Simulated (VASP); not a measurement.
Write the native input for VASP 6.6.1 that does the following.

```yaml
Task: single point
Functional: PBE
Potentials_or_basis: VASP PAW PBE potentials, release 64 (Lu, Sc_sv, N)
Cutoff: 520 eV
k_mesh: 14 × 14 × 8
Occupations: gaussian, width 0.1 eV
Spin: no spin polarisation
Dipole_correction: no
Further_INCAR_settings: ALGO = Normal; EDIFF = 1e-06; NBANDS = 31
```

The structure of LuScN2 lies in POSCAR:

```
LuScN2
1.0
    3.1642394104      0.0000000000      0.0000000000
    0.0000000000      3.1642394104      0.0000000000
    0.0000000000      0.0000000000      6.3638041580
Lu Sc N
1 1 2
Direct
    0.5000000000      0.5000000000      0.1694437328
    0.5000000000      0.5000000000      0.7643002912
    0.5000000000      0.5000000000      0.4815007603
    0.0000000000      0.0000000000      0.9868037358
```

These files were run (other wordings do the same):

INCAR

```
PREC = Accurate ; ENCUT = 520
EDIFF = 1E-6 ; ISMEAR = 0
SIGMA = 0.1 ; LREAL = F
LASPH = T ; NELM = 80
ALGO = Normal ; ISIF = 2
LWAVE = F ; LCHARG = T
GGA = PE ; LELF = T
LVHAR = T ; NBANDS = 31
```

KPOINTS

```
regular mesh
0
Gamma
  14 14 8
```

Potentials or basis: VASP PAW PBE potentials, release 64 (Lu, Sc_sv, N).

Run with:

```sh
$ cat potpaw_PBE.64/Lu/POTCAR potpaw_PBE.64/Sc_sv/POTCAR potpaw_PBE.64/N/POTCAR > POTCAR
$ mpirun -np 1 vasp_std > vasp.out
```

Results of the run:

* Pressure: 0.7 GPa
* Largest force: 0.137 eV/Å
* Band gap on the k mesh: zero (band 23 reaches 3.20 eV, above the bottom of band 24 at 3.05 eV)

Caveat: spin-orbit coupling is left out, which moves the levels of the heavy elements.

Run time: 4.7 min on 1 thread of Intel(R) Xeon(R) Platinum 8375C CPU @ 2.90GHz (Ice Lake) (shared host), peak memory 0.47 GiB.
